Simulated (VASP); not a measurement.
# Se (P3_121) in VASP: a series of runs

The runs below take Se through single point, with PBE.

Everything below comes from runs of VASP 6.6.1. Logs are shortened: lines on timing, memory, paths and dates and some standing lists are left out, and cuts for length are marked.

## Step 1: The cell of the first run

It takes space group P3_121 (No. 152, trigonal). The conventional cell has a = 4.279 Å, b = 4.279 Å, c = 4.954 Å, α = 90.00°, β = 90.00°, γ = 120.00°. Se (site symmetry 2) has 2 Se at 2.35 Å within 3.1 Å.

## Step 2: Single point, PBE (equal xx and yy strain of -2 %)

INCAR

```
SYSTEM = Se
  ALGO = Normal
  EDIFF = 1E-7
  ENCUT = 520
  GGA = PE
  ISIF = 2
  ISMEAR = -1
  LASPH = .TRUE.
  LCHARG = .TRUE.
  LELF = .TRUE.
  LREAL = .FALSE.
  LVHAR = .TRUE.
  LWAVE = .FALSE.
  NBANDS = 16
  NELM = 80
  PREC = Accurate
  SIGMA = 0.03
```

KPOINTS

```
k-points
0
G
  6 6 5
  0 0 0
```

POSCAR

```
Se
1.0
    4.2788759499      0.0000000000      0.0000000000
   -2.1394379750      3.7056152723      0.0000000000
    0.0000000000      0.0000000000      4.9536000000
Se
3
Direct
    0.2254000000      0.0000000000      0.3333333333
    0.0000000000      0.2254000000      0.6666666667
    0.7746000000      0.7746000000      0.0000000000
```

Potentials or basis: VASP PAW PBE potentials, release 64 (Se).

On the command line:

```console
$ cat potpaw_PBE.64/Se/POTCAR > POTCAR
$ mpirun -np 1 vasp_std > vasp.out
```

OUTCAR:

```text
SYSTEM = Se
   EDIFF = 1E-7
   ENCUT = 520
   GGA = PE
   ISIF = 2
   ISMEAR = -1
   LASPH = .TRUE.
   LREAL = .FALSE.
   NELM = 80
   PREC = Accurate

 ion  position               nearest neighbor table
   1  0.225  0.000  0.333-   3 2.35   2 2.35
   2  0.000  0.225  0.667-   3 2.35   1 2.35
   3  0.775  0.775  0.000-   1 2.35   2 2.35

  LATTYP: Found a hexagonal cell.
 ALAT       =     4.2788759499
 C/A-ratio  =     1.1576872193

  Lattice vectors:

 A1 = (   4.2788759499,   0.0000000000,   0.0000000000)
 A2 = (  -2.1394379750,   3.7056152723,   0.0000000000)
 A3 = (   0.0000000000,   0.0000000000,   4.9536000000)

Analysis of symmetry for initial positions (statically):
=====================================================================
 Subroutine PRICEL returns:
 Original cell was already a primitive cell.

 Routine SETGRP: Setting up the symmetry group for a
 hexagonal supercell.

 Subroutine GETGRP returns: Found  6 space group operations
 (whereof  2 operations were pure point group operations)
 out of a pool of 24 trial point group operations.

The static configuration has the point symmetry C_2 .
 The point group associated with its full space group is D_3 .

Analysis of symmetry for dynamics (positions and initial velocities):
=====================================================================
 Subroutine PRICEL returns:
 Original cell was already a primitive cell.

 Routine SETGRP: Setting up the symmetry group for a
 hexagonal supercell.

 Subroutine GETGRP returns: Found  6 space group operations
 (whereof  2 operations were pure point group operations)
 out of a pool of 24 trial point group operations.

The dynamic configuration has the point symmetry C_2 .
 The point group associated with its full space group is D_3 .

 Subroutine INISYM returns: Found  6 space group operations
 (whereof  2 operations are pure point group operations),
 and found     1 'primitive' translations

----------------------------------------------------------------------------------------

                                     Primitive cell

  volume of cell :      78.5436

  direct lattice vectors                    reciprocal lattice vectors
     4.278875950  0.000000000  0.000000000     0.233706238  0.134930359  0.000000000
    -2.139437975  3.705615272  0.000000000     0.000000000  0.269860719  0.000000000
     0.000000000  0.000000000  4.953600000     0.000000000  0.000000000  0.201873385

  length of vectors
     4.278875950  4.278875950  4.953600000     0.269860719  0.269860719  0.201873385

  position of ions in fractional coordinates (direct lattice)
     0.225400000  0.000000000  0.333333333
     0.000000000  0.225400000  0.666666667
     0.774600000  0.774600000  0.000000000

  ion indices of the primitive-cell ions
   primitive index   ion index
                 1           1
                 2           2
                 3           3

----------------------------------------------------------------------------------------

 KPOINTS: k-points

Automatic generation of k-mesh.
 Grid dimensions read from file:
 generate k-points for:    6    6    5

 Generating k-lattice:

  Cartesian coordinates                     Fractional coordinates (reciprocal lattice)
     0.038951040  0.022488393  0.000000000     0.166666667  0.000000000  0.000000000
     0.000000000  0.044976786  0.000000000     0.000000000  0.166666667  0.000000000
     0.000000000  0.000000000  0.040374677     0.000000000  0.000000000  0.200000000

  Length of vectors
     0.044976786  0.044976786  0.040374677

  Shift w.r.t. Gamma in fractional coordinates (k-lattice)
     0.000000000  0.000000000  0.000000000

 Subroutine IBZKPT returns following result:
 ===========================================

 Found     27 irreducible k-points:

 Following reciprocal coordinates:
            Coordinates               Weight
  0.000000  0.000000  0.000000      1.000000
  0.166667  0.000000  0.000000      6.000000
  0.333333  0.000000  0.000000      6.000000
  0.500000 -0.000000  0.000000      3.000000
  0.166667  0.166667  0.000000      6.000000
  0.333333  0.166667  0.000000     12.000000
[... 16 lines left out ...]
  0.500000 -0.000000  0.400000      6.000000
  0.166667  0.166667  0.400000     12.000000
 [... further k-points ...]
   k-points           NKPTS =     27   k-points in BZ     NKDIM =     27   number of bands    NBANDS=     16
   number of dos      NEDOS =    301   number of ions     NIONS =      3
   total plane-waves  NPLWV =  40960
   dimension x,y,z NGX =    32 NGY =   32 NGZ =   40
   dimension x,y,z NGXF=    64 NGYF=   64 NGZF=   80
   ions per type =               3
   NGX,Y,Z   is equivalent  to a cutoff of  12.43, 12.43, 13.42 a.u.
   NGXF,Y,Z  is equivalent  to a cutoff of  24.87, 24.87, 26.85 a.u.
 SYSTEM =  Se
   PREC   = accura    normal or accurate (medium, high low for compatibility)
   ISTART =      0    job   : 0-new  1-cont  2-samecut
   ICHARG =      2    charge: 1-file 2-atom 10-const
   ISPIN  =      1    spin polarized calculation?
   LNONCOLLINEAR =      F non collinear calculations
   LSORBIT =      F    spin-orbit coupling
   LASPH  =      T    aspherical Exc in radial PAW
   ENCUT  =  520.0 eV  38.22 Ry    6.18 a.u.   7.96  7.96  9.21*2*pi/ulx,y,z
   NELM   =     80;   NELMIN=  2; NELMDL= -5     # of ELM steps
   EDIFF  = 0.1E-06   stopping-criterion for ELM
   LREAL  =      F    real-space projection
   EDIFFG = 0.1E-05   stopping-criterion for IOM
   NSW    =      0    number of steps for IOM
   IBRION =     -1    ionic relax: 0-MD 1-quasi-New 2-CG
   NFREE  =      0    steps in history (QN), initial steepest desc. (CG)
   ISIF   =      2    stress and relaxation
   ISYM   =      2    0-nonsym 1-usesym 2-fastsym
   POTIM  = 0.5000    time-step for ionic-motion
   TEBEG  =    0.0;   TEEND  =   0.0 temperature during run
   PSTRESS=    0.0 pullay stress
   NELECT =      18.0000    total number of electrons
   NUPDOWN=      -1.0000    fix difference up-down
   EMIN   =  10.00;   EMAX   =-10.00  energy-range for DOS
   EFERMI =   0.00;   METHOD = LEGACY
   ISMEAR =    -1;   SIGMA  =   0.03  broadening in eV -4-tet -1-fermi 0-gaus
   EFERMI_NEDOS =   21; number of points for ismear=-14 and -15
   IALGO  =     38    algorithm
   IMIX   =      4    mixing-type and parameters
     AMIX     =   0.40;   BMIX     =  1.00
     AMIX_MAG =   1.60;   BMIX_MAG =  1.00
  volume/ion in A,a.u.               =      26.18       176.68
  Fermi-wavevector in a.u.,A,eV,Ry     =   1.001833  1.893190 13.655752  1.003669
  Thomas-Fermi vector in A             =   2.134281
   LORBIT       =      0    0 simple, 1 ext, 2 COOP (PROOUT), +10 PAW based schemes
   GGA     = PE    functional components
   LHFCALC =     F    Hartree Fock is set to
   AEXX    =    0.0000 exact exchange contribution
   IVDW    =     0    specifies the selected vdW correction
   LEPSILON=     F    determine dielectric tensor
   LRPA    =     F    only Hartree local field effects (RPA)
 non-spin polarized calculation
  energy-cutoff  :      520.00
  volume of cell :       78.54
 maximum number of plane-waves:      2136
   NGX = 15   NGY = 15   NGZ = 19

 number of electron      17.9999999 magnetization

 Free energy of the ion-electron system (eV)
  ---------------------------------------------------
  ext. energy  EPLUGINS =         0.00000000
  ---------------------------------------------------
  free energy    TOTEN  =       -10.40342021 eV

  energy without entropy =      -10.40342021  energy(sigma->0) =      -10.40342021

 E-fermi :   3.7006     XC(G=0):  -9.0272

 val. band max:        2.9869517161   @ k =  -0.1667   0.5000   0.4000
 cond. band min:       4.3104109017   @ k =   0.0000   0.0000   0.4000
 fundamental gap:      1.3234591856
 Fermi energy:         3.7006091701

 k-point     1 :       0.0000    0.0000    0.0000
  band No.  band energies     occupation
      1     -13.0553      2.00000
      2      -8.7719      2.00000
      3      -8.7719      2.00000
      4      -0.8112      2.00000
      5      -0.8112      2.00000
      6      -0.7809      2.00000
[... 8 lines left out ...]
     15       9.4545      0.00000
     16      11.4393      0.00000

 k-point     2 :       0.1667    0.0000    0.0000
  band No.  band energies     occupation
      1     -12.9390      2.00000
      2      -8.8689      2.00000
      3      -8.7535      2.00000
      4      -1.6331      2.00000
      5      -1.1757      2.00000
      6      -0.5727      2.00000
[... 8 lines left out ...]
     15      10.4825      0.00000
     16      11.4084      0.00000

 k-point     3 :       0.3333    0.0000    0.0000
  band No.  band energies     occupation
      1     -12.6735      2.00000
      2      -9.1260      2.00000
      3      -8.7151      2.00000
      4      -2.2221      2.00000
      5      -1.6270      2.00000
      6      -0.6515      2.00000
[... 8 lines left out ...]
     15      11.6767      0.00000
     16      12.5735      0.00000

 k-point     4 :       0.5000   -0.0000    0.0000
  band No.  band energies     occupation
      1     -12.5178      2.00000
      2      -9.2925      2.00000
      3      -8.6953      2.00000
      4      -2.3485      2.00000
      5      -1.8132      2.00000
      6      -0.5070      2.00000
[... 8 lines left out ...]
     15      12.9818      0.00000
     16      12.9956      0.00000
[... 324 lines left out ...]
 k-point    22 :       0.0000    0.3333    0.4000
  band No.  band energies     occupation
      1     -11.9525      2.00000
      2     -11.1189      2.00000
      3      -7.2760      2.00000
      4      -2.7469      2.00000
      5      -1.5943      2.00000
      6      -0.8772      2.00000
[... 8 lines left out ...]
     15      11.0595      0.00000
     16      12.1252      0.00000

 k-point    23 :       0.5000   -0.0000    0.4000
  band No.  band energies     occupation
      1     -11.8287      2.00000
      2     -11.0115      2.00000
      3      -7.5870      2.00000
      4      -2.9985      2.00000
      5      -1.7305      2.00000
      6      -1.0779      2.00000
[... 8 lines left out ...]
     15      12.2842      0.00000
     16      12.6086      0.00000

 k-point    24 :       0.1667    0.1667    0.4000
  band No.  band energies     occupation
      1     -12.0176      2.00000
      2     -11.1564      2.00000
      3      -7.1479      2.00000
      4      -2.4842      2.00000
      5      -1.5326      2.00000
      6      -0.8943      2.00000
[... 8 lines left out ...]
     15      11.0636      0.00000
     16      11.4149      0.00000

 [... further k-points ...]
[... 5 lines left out ...]
  --------------------------------------------------------------------------------------
  -------------------------------------------------------------------------------------
  Total        2.1098775      2.1098775      3.3539048     -0.0000000     -0.0000000      0.0000000
  in kB       43.0384746     43.0384746     68.4148454     -0.0000000     -0.0000000      0.0000000
  external PRESSURE =      51.4972649 kB  Pullay stress =       0.0000000 kB

 VOLUME and BASIS-vectors are now :
 -----------------------------------------------------------------------------
  energy-cutoff  :      520.00
  volume of cell :       78.54
      direct lattice vectors                 reciprocal lattice vectors
     4.278875950  0.000000000  0.000000000     0.233706238  0.134930359  0.000000000
    -2.139437975  3.705615272  0.000000000     0.000000000  0.269860719  0.000000000
     0.000000000  0.000000000  4.953600000     0.000000000  0.000000000  0.201873385

 POSITION                                       TOTAL-FORCE (eV/Angst)
 -----------------------------------------------------------------------------------
      0.96446      0.00000      1.65120         0.833357     -0.000000     -0.000000
     -0.48223      0.83525      3.30240        -0.416678      0.721708      0.000000
      1.65721      2.87037      0.00000        -0.416678     -0.721708      0.000000
 -----------------------------------------------------------------------------------
    total drift:                                0.000000      0.000000     -0.000000

  FREE ENERGIE OF THE ION-ELECTRON SYSTEM (eV)
  ---------------------------------------------------
  free  energy   TOTEN  =       -10.4034202099 eV

  energy  without entropy=      -10.4034202098  energy(sigma->0) =      -10.40342021
```

Run time: 27 s. Hardware: 1 thread of Intel Xeon Platinum 8375C at 2.90GHz (Ice Lake), shared host; peak memory 0.19 GiB.

What came out:

* Free energy: -10.4034 eV
* Pressure: 5.1 GPa
* Largest force: 0.833 eV/Å
* Band gap on the k mesh: 1.32 eV, indirect (least direct gap 1.42 eV)

Forces on the atoms (eV/Å):
```
Se   0.833  0.000  0.000
Se  -0.417  0.722  0.000
Se  -0.417 -0.722  0.000
```

Caveat: the cell differs from its parent crystal (equal xx and yy strain of -2 %). A k mesh can miss the band edges.

(Part 1 of 2 ends here.)
